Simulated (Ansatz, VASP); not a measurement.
# Ta4O: VASP beside Ansatz

```
Ta O
1.0
     3.23728    0.00000    0.00000
     0.00000    3.23728    0.00000
     0.00000    0.00000    7.37475
Ta O
4 1
Direct
  0.00000 0.00000 0.50000
  0.50000 0.50000 0.78284
  0.50000 0.50000 0.21716
  0.00000 0.00000 0.00000
  0.50000 0.50000 0.50000
```

Alike in both runs: functional PBE; dispersion D4; k mesh 12 × 12 × 6; occupations gaussian, width 0.1 eV; no spin polarisation.

Ansatz relaxed the structure, and its values are those at the end. VASP's run is a single point on that final structure, the one shown.

```csv
,VASP,Ansatz
version,VASP 6.6.1,Ansatz 0.2.0
potentials or method,"VASP PAW PBE potentials, release 64 (Ta_pv, O), cutoff 520 eV","scalar-relativistic, plane waves, PAW"
valence electrons in the cell,50,58
```

VASP gave:

```
gap on the k mesh at the Fermi level (eV) : none
pressure (GPa)                            : 0.2
rms of the force components (eV/Å)        : 0.013
```

What did Ansatz give for the same quantities?

gap on the k mesh at the Fermi level (eV): none; pressure (GPa): 0.0; rms of the force components (eV/Å): 0.000.

A gap of «none» marks a metal or a gap that the smearing closes. VASP's potentials hold 50 valence electrons a cell and Ansatz's 58, so a difference there can come from the potentials and not from the codes.

Spin-orbit coupling is off throughout.
